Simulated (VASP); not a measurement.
# GaN (F-43m) in VASP: a series of runs

Runs on GaN. Level: PBEsol. Tasks: single point.

Program: VASP 6.6.1. These are calculated values, not measurements. Logs are shortened: lines on timing, memory, paths and dates and some standing lists are left out, and cuts for length are marked.

## Step 1: The cell of the first run

The structure is cubic, space group F-43m (No. 216). The conventional cell has a = 4.498 Å, b = 4.498 Å, c = 4.498 Å, α = 90.00°, β = 90.00°, γ = 90.00°. Within 2.6 Å of Ga (site symmetry -43m) lie 4 N at 1.95 Å. Within 2.6 Å of N (site symmetry -43m) lie 4 Ga at 1.95 Å.

## Step 2: Single point, PBEsol, non-collinear spin, zero start, spin-orbit coupling

Input file INCAR:

```
PREC = Accurate
ENCUT = 520
EDIFF = 1E-6
ISMEAR = 0
SIGMA = 0.01
LREAL = False
LASPH = True
NELM = 150
ALGO = Normal
ISIF = 2
LWAVE = False
LCHARG = False
MAGMOM = 0 0 0 0 0 0
LORBIT = 11
LSORBIT = True
GGA_COMPAT = False
LORBMOM = True
GGA = PS
NBANDS = 30
```

Input file KPOINTS:

```
regular mesh
0
Gamma
  10 10 10
```

Input file POSCAR:

```
GaN
1.0
    2.2491372718      2.2491372718      0.0000000000
   -2.2491372718      2.2491372718      0.0000000000
    0.0000000000      2.2491372718      2.2491372718
Ga N
1 1
Direct
    0.0000000000      0.0000000000      0.0000000000
    0.2500000000      0.7500000000      0.5000000000
```

Potentials or basis: VASP PAW PBE potentials, release 64 (Ga_d, N).

The run is started by

```console
$ cat potpaw_PBE.64/Ga_d/POTCAR potpaw_PBE.64/N/POTCAR > POTCAR
$ mpirun -np 1 vasp_ncl > vasp.out
```

OUTCAR:

```text
PREC = Accurate
   ENCUT = 520
   EDIFF = 1E-6
   ISMEAR = 0
   LREAL = False
   LASPH = True
   NELM = 150
   ISIF = 2
   LORBIT = 11
   LSORBIT = True
   GGA = PS

 ion  position               nearest neighbor table
   1  0.000  0.000  0.000-   2 1.95   2 1.95   2 1.95   2 1.95
   2  0.250  0.750  0.500-   1 1.95   1 1.95   1 1.95   1 1.95

  LATTYP: Found a face centered cubic cell.
 ALAT       =     4.4982745436

  Lattice vectors:

 A1 = (   0.0000000000,   2.2491372718,   2.2491372718)
 A2 = (   2.2491372718,   0.0000000000,   2.2491372718)
 A3 = (   2.2491372718,   2.2491372718,   0.0000000000)

Analysis of symmetry for initial positions (statically):
=====================================================================
 Subroutine PRICEL returns:
 Original cell was already a primitive cell.

 Routine SETGRP: Setting up the symmetry group for a
 face centered cubic supercell.

 Subroutine GETGRP returns: Found 24 space group operations
 (whereof 24 operations were pure point group operations)
 out of a pool of 48 trial point group operations.

The static configuration has the point symmetry T_d .

Analysis of symmetry for dynamics (positions and initial velocities):
=====================================================================
 Subroutine PRICEL returns:
 Original cell was already a primitive cell.

 Routine SETGRP: Setting up the symmetry group for a
 face centered cubic supercell.

 Subroutine GETGRP returns: Found 24 space group operations
 (whereof 24 operations were pure point group operations)
 out of a pool of 48 trial point group operations.

The dynamic configuration has the point symmetry T_d .

Analysis of structural, dynamic, and magnetic symmetry:
=====================================================================
 Subroutine PRICEL returns:
 Original cell was already a primitive cell.

 Routine SETGRP: Setting up the symmetry group for a
 face centered cubic supercell.

 Subroutine GETGRP returns: Found 24 space group operations
 (whereof 24 operations were pure point group operations)
 out of a pool of 48 trial point group operations.

The overall configuration has the point symmetry T_d .

 Subroutine INISYM returns: Found 24 space group operations
 (whereof 24 operations are pure point group operations),
 and found     1 'primitive' translations

----------------------------------------------------------------------------------------

                                     Primitive cell

  volume of cell :      22.7551

  direct lattice vectors                    reciprocal lattice vectors
     2.249137272  2.249137272  0.000000000     0.222307463  0.222307463 -0.222307463
    -2.249137272  2.249137272  0.000000000    -0.222307463  0.222307463 -0.222307463
     0.000000000  2.249137272  2.249137272     0.000000000  0.000000000  0.444614925

  length of vectors
     3.180760433  3.180760433  3.180760433     0.385047820  0.385047820  0.444614925

  position of ions in fractional coordinates (direct lattice)
     0.000000000  0.000000000  0.000000000
     0.250000000  0.750000000  0.500000000

  ion indices of the primitive-cell ions
   primitive index   ion index
                 1           1
                 2           2

----------------------------------------------------------------------------------------

 KPOINTS: regular mesh

Automatic generation of k-mesh.
 Grid dimensions read from file:
 generate k-points for:   10   10   10

 Generating k-lattice:

  Cartesian coordinates                     Fractional coordinates (reciprocal lattice)
     0.022230746  0.022230746 -0.022230746     0.100000000  0.000000000  0.000000000
    -0.022230746  0.022230746 -0.022230746     0.000000000  0.100000000  0.000000000
     0.000000000  0.000000000  0.044461493     0.000000000  0.000000000  0.100000000

  Length of vectors
     0.038504782  0.038504782  0.044461493

  Shift w.r.t. Gamma in fractional coordinates (k-lattice)
     0.000000000  0.000000000  0.000000000

 Subroutine IBZKPT returns following result:
 ===========================================

 Found     73 irreducible k-points:

 Following reciprocal coordinates:
            Coordinates               Weight
  0.000000  0.000000  0.000000      1.000000
  0.100000  0.000000  0.000000      4.000000
 -0.100000  0.000000  0.000000      4.000000
  0.200000  0.000000  0.000000      4.000000
 -0.200000  0.000000  0.000000      4.000000
  0.300000  0.000000  0.000000      4.000000
[... 16 lines left out ...]
  0.300000 -0.100000  0.000000     12.000000
 -0.200000  0.100000  0.000000     12.000000
 [... further k-points ...]
   k-points           NKPTS =     73   k-points in BZ     NKDIM =     73   number of bands    NBANDS=     30
   number of dos      NEDOS =    301   number of ions     NIONS =      2
   total plane-waves  NPLWV =  13824
   dimension x,y,z NGX =    24 NGY =   24 NGZ =   24
   dimension x,y,z NGXF=    48 NGYF=   48 NGZF=   48
   ions per type =               1   1
   NGX,Y,Z   is equivalent  to a cutoff of  12.54, 12.54, 12.54 a.u.
   NGXF,Y,Z  is equivalent  to a cutoff of  25.09, 25.09, 25.09 a.u.
 SYSTEM =  unknown system
   PREC   = accura    normal or accurate (medium, high low for compatibility)
   ISTART =      0    job   : 0-new  1-cont  2-samecut
   ICHARG =      2    charge: 1-file 2-atom 10-const
   ISPIN  =      1    spin polarized calculation?
   LNONCOLLINEAR =      T non collinear calculations
   LSORBIT =      T    spin-orbit coupling
   LASPH  =      T    aspherical Exc in radial PAW
   ENCUT  =  520.0 eV  38.22 Ry    6.18 a.u.   5.91  5.91  5.91*2*pi/ulx,y,z
   NELM   =    150;   NELMIN=  2; NELMDL= -5     # of ELM steps
   EDIFF  = 0.1E-05   stopping-criterion for ELM
   LREAL  =      F    real-space projection
[... 7 lines left out ...]
   TEBEG  =    0.0;   TEEND  =   0.0 temperature during run
   PSTRESS=    0.0 pullay stress
   NELECT =      18.0000    total number of electrons
   NUPDOWN=      -1.0000    fix difference up-down
   EMIN   =  10.00;   EMAX   =-10.00  energy-range for DOS
   EFERMI =   0.00;   METHOD = LEGACY
   ISMEAR =     0;   SIGMA  =   0.01  broadening in eV -4-tet -1-fermi 0-gaus
   EFERMI_NEDOS =   21; number of points for ismear=-14 and -15
   IALGO  =     38    algorithm
   IMIX   =      4    mixing-type and parameters
     AMIX     =   0.40;   BMIX     =  1.00
     AMIX_MAG =   1.60;   BMIX_MAG =  1.00
  volume/ion in A,a.u.               =      11.38        76.78
  Fermi-wavevector in a.u.,A,eV,Ry     =   1.514048  2.861136 31.189206  2.292342
  Thomas-Fermi vector in A             =   2.623758
   LORBIT       =     11    0 simple, 1 ext, 2 COOP (PROOUT), +10 PAW based schemes
   GGA     = PS    functional components
   LHFCALC =     F    Hartree Fock is set to
   AEXX    =    0.0000 exact exchange contribution
   IVDW    =     0    specifies the selected vdW correction
   LEPSILON=     F    determine dielectric tensor
   LRPA    =     F    only Hartree local field effects (RPA)
 Gauss-broadening in eV      SIGMA  =   0.01
  energy-cutoff  :      520.00
  volume of cell :       22.76
 maximum number of plane-waves:      1244
   NGX = 11   NGY = 11   NGZ = 11

 number of electron      18.0000008 magnetization      -0.0000000      0.0000000      0.0000000

 number of electron      18.0000008 magnetization      -0.0000000     -0.0000000      0.0000000

 number of electron      18.0000008 magnetization      -0.0000000     -0.0000000     -0.0000000

 number of electron      18.0000008 magnetization       0.0000000      0.0000000      0.0000000

 Free energy of the ion-electron system (eV)
  ---------------------------------------------------
  ext. energy  EPLUGINS =         0.00000000
  ---------------------------------------------------
  free energy    TOTEN  =       -13.12798840 eV

  energy without entropy =      -13.12798840  energy(sigma->0) =      -13.12798840

 E-fermi :   5.3469     XC(G=0): -11.9331

 val. band max:        5.2158510857   @ k =   0.0000   0.0000   0.0000
 cond. band min:       6.9327897407   @ k =   0.0000   0.0000   0.0000
 fundamental gap:      1.7169386549
 Fermi energy:         5.3468645338

 k-point     1 :       0.0000    0.0000    0.0000
  band No.  band energies     occupation
      1     -10.7696      1.00000
      2     -10.7696      1.00000
      3      -8.3758      1.00000
      4      -8.3758      1.00000
      5      -8.3758      1.00000
      6      -8.3758      1.00000
[... 781 lines left out ...]
     29      23.6970      0.00000
     30      23.7327      0.00000

 [... further k-points ...]
[... 5 lines left out ...]
  --------------------------------------------------------------------------------------
  -------------------------------------------------------------------------------------
  Total       -0.0358740     -0.0358740     -0.0358740     -0.0000000     -0.0000000     -0.0000000
  in kB       -2.5258782     -2.5258782     -2.5258782     -0.0000000     -0.0000000     -0.0000000
  external PRESSURE =      -2.5258782 kB  Pullay stress =       0.0000000 kB

 VOLUME and BASIS-vectors are now :
 -----------------------------------------------------------------------------
  energy-cutoff  :      520.00
  volume of cell :       22.76
      direct lattice vectors                 reciprocal lattice vectors
     2.249137272  2.249137272  0.000000000     0.222307463  0.222307463 -0.222307463
    -2.249137272  2.249137272  0.000000000    -0.222307463  0.222307463 -0.222307463
     0.000000000  2.249137272  2.249137272     0.000000000  0.000000000  0.444614925

 POSITION                                       TOTAL-FORCE (eV/Angst)
 -----------------------------------------------------------------------------------
      0.00000      0.00000      0.00000         0.000000      0.000000     -0.000000
     -1.12457      3.37371      1.12457        -0.000000     -0.000000      0.000000
 -----------------------------------------------------------------------------------
    total drift:                                0.000004      0.000000     -0.000000

  FREE ENERGIE OF THE ION-ELECTRON SYSTEM (eV)
  ---------------------------------------------------
  free  energy   TOTEN  =       -13.1279883963 eV

  energy  without entropy=      -13.1279883963  energy(sigma->0) =      -13.12798840

 orbital moment (x)

 # of ion     p       d       tot
 ----------------------------------------
  1         0.000   0.000   0.000
  2         0.000   0.000   0.000
 ----------------------------------------
            0.000   0.000   0.000

 orbital moment (y)

 # of ion     p       d       tot
 ----------------------------------------
  1         0.000  -0.000  -0.000
  2         0.000   0.000   0.000
 ----------------------------------------
            0.000  -0.000  -0.000

 orbital moment (z)

 # of ion     p       d       tot
 ----------------------------------------
  1         0.000  -0.000  -0.000
  2        -0.000   0.000  -0.000
 ----------------------------------------
           -0.000  -0.000  -0.000

 Spin-Orbit-Coupling matrix elements

 Ion:    1  E_soc:     -0.0109101
 l=   1
     0.0000000    -0.0009889    -0.0009889
    -0.0009889     0.0000000    -0.0009889
    -0.0009889    -0.0009889     0.0000000
 l=   2
     0.0000000    -0.0001730     0.0000000    -0.0001730    -0.0006565
    -0.0001730     0.0000000    -0.0004924    -0.0001730    -0.0001641
     0.0000000    -0.0004924     0.0000000    -0.0004924     0.0000000
    -0.0001730    -0.0001730    -0.0004924     0.0000000    -0.0001641
    -0.0006565    -0.0001641     0.0000000    -0.0001641     0.0000000
 l=   3
     0.0000000     0.0000000     0.0000000     0.0000000     0.0000000     0.0000000     0.0000000
     0.0000000     0.0000000     0.0000000     0.0000000     0.0000000     0.0000000     0.0000000
     0.0000000     0.0000000     0.0000000     0.0000000     0.0000000     0.0000000     0.0000000
     0.0000000     0.0000000     0.0000000     0.0000000     0.0000000     0.0000000     0.0000000
     0.0000000     0.0000000     0.0000000     0.0000000     0.0000000     0.0000000     0.0000000
     0.0000000     0.0000000     0.0000000     0.0000000     0.0000000     0.0000000     0.0000000
     0.0000000     0.0000000     0.0000000     0.0000000     0.0000000     0.0000000     0.0000000

 Ion:    2  E_soc:     -0.0000955
 l=   1
     0.0000000    -0.0000159    -0.0000159
    -0.0000159     0.0000000    -0.0000159
    -0.0000159    -0.0000159     0.0000000
 l=   2
     0.0000000     0.0000000     0.0000000     0.0000000     0.0000000
     0.0000000     0.0000000     0.0000000     0.0000000     0.0000000
     0.0000000     0.0000000     0.0000000     0.0000000     0.0000000
     0.0000000     0.0000000     0.0000000     0.0000000     0.0000000
     0.0000000     0.0000000     0.0000000     0.0000000     0.0000000
 l=   3
     0.0000000     0.0000000     0.0000000     0.0000000     0.0000000     0.0000000     0.0000000
     0.0000000     0.0000000     0.0000000     0.0000000     0.0000000     0.0000000     0.0000000
     0.0000000     0.0000000     0.0000000     0.0000000     0.0000000     0.0000000     0.0000000
     0.0000000     0.0000000     0.0000000     0.0000000     0.0000000     0.0000000     0.0000000
     0.0000000     0.0000000     0.0000000     0.0000000     0.0000000     0.0000000     0.0000000
     0.0000000     0.0000000     0.0000000     0.0000000     0.0000000     0.0000000     0.0000000
     0.0000000     0.0000000     0.0000000     0.0000000     0.0000000     0.0000000     0.0000000

 total charge

# of ion       s       p       d       tot
------------------------------------------
    1        0.793   0.911  10.182  11.886
    2        1.218   2.507   0.000   3.725
--------------------------------------------------
tot          2.010   3.418  10.182  15.611

 magnetization (x)

# of ion       s       p       d       tot
------------------------------------------
    1        0.000   0.000   0.000   0.000
    2        0.000   0.000   0.000   0.000
--------------------------------------------------
tot          0.000   0.000   0.000   0.000

 magnetization (y)

# of ion       s       p       d       tot
------------------------------------------
    1        0.000  -0.000   0.000  -0.000
    2        0.000  -0.000   0.000  -0.000
--------------------------------------------------
tot          0.000  -0.000   0.000  -0.000

 magnetization (z)

# of ion       s       p       d       tot
------------------------------------------
    1       -0.000  -0.000   0.000  -0.000
    2       -0.000  -0.000   0.000  -0.000
--------------------------------------------------
tot         -0.000  -0.000   0.000  -0.000
```

Wall time 43 s (1 thread of Intel Xeon Platinum 8559C (Emerald Rapids), shared host); peak memory 0.24 GiB.

Results:

- Free energy: -13.1280 eV
- Pressure: -0.3 GPa
- Net moment: 0.00 μB per cell
- Valence electrons inside the program's atomic spheres: Ga 11.89; N 3.73

Moments on the atoms (μB; x, y, z):
```
Ga  0.00 0.00 0.00
N   0.00 0.00 0.00
```

Caveat: the PAW data sets were made with another functional, which shifts forces and pressure a little.

## Step 3: Single point, PBEsol, non-collinear spin, zero start, spin-orbit coupling

Input file INCAR:

```
SYSTEM = GaN
PREC = Accurate ; ENCUT = 520
EDIFF = 1E-7 ; ISMEAR = 0
SIGMA = 0.01 ; LREAL = .False.
LASPH = .True. ; NELM = 150
ALGO = Normal ; ISIF = 2
LWAVE = .False. ; LCHARG = .False.
MAGMOM = 0 0 0 0 0 0 ; LORBIT = 11
LSORBIT = .True. ; GGA_COMPAT = .False.
LORBMOM = .True. ; GGA = PS
NBANDS = 30
```

Input file KPOINTS:

```
Automatic mesh
0
Gamma
  10 10 10
  0 0 0
```

POSCAR is that of step 2.

Potentials or basis: VASP PAW PBE potentials, release 64 (Ga_d, N).

The run is started by

```console
$ cat potpaw_PBE.64/Ga_d/POTCAR potpaw_PBE.64/N/POTCAR > POTCAR
$ mpirun -np 1 vasp_ncl > vasp.out
```

Run time: 47 s. Hardware: 1 thread of Intel Xeon Platinum 8559C (Emerald Rapids), shared host; peak memory 0.24 GiB.

Results (log left out):

```yaml
Free_energy: -13.1280 eV
Pressure: -0.3 GPa
Net_moment: 0.00 μB per cell
Valence_electrons_inside_the_program's_atomic_spheres: Ga 11.89; N 3.73
```

Moments on the atoms (μB; x, y, z):
```
Ga  0.00 0.00 0.00
N   0.00 0.00 0.00
```

Caveat: the PAW data sets were made with another functional, which shifts forces and pressure a little.

[end of part 1 of 2]
